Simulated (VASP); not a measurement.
Here is a VASP 6.6.1 calculation.

File INCAR:

```
PREC = Accurate
ENCUT = 520
EDIFF = 1E-6
ISMEAR = 0
SIGMA = 0.05
LREAL = False
LASPH = True
NELM = 100
ALGO = Normal
ISIF = 2
LWAVE = False
LCHARG = False
GGA = PE
NBANDS = 16
```

File KPOINTS:

```
regular mesh
0
Gamma
  6 6 6
```

The input POSCAR:

```
BN
1.0
    0.0000000000     -1.8123937734     -1.8123937734
   -1.8123937734      0.0000000000     -1.8123937734
    1.8123937734      1.8123937734     -3.6247875468
B N
2 2
Direct
   -0.0063974680      0.0285243107      0.0000000000
    0.5063974680      0.4714756893      0.5000000000
    0.3684530531      0.4041907904      0.8750000000
    0.8815469469      0.8458092096      0.3750000000
```

Potentials or basis: VASP PAW PBE potentials, release 64 (B, N).

The run is started by

```sh
$ cat potpaw_PBE.64/B/POTCAR potpaw_PBE.64/N/POTCAR > POTCAR
$ mpirun -np 1 vasp_std > vasp.out
```

(1) Estimate the largest force.

(2) What does it give for the pressure?

(3) Estimate the band gap on the k mesh.

## Answers

(1) 0.823 eV/Å.

(2) 0.1 GPa.

(3) 4.36 eV.

Caveat: the k points lie up to 0.48 Å⁻¹ apart.
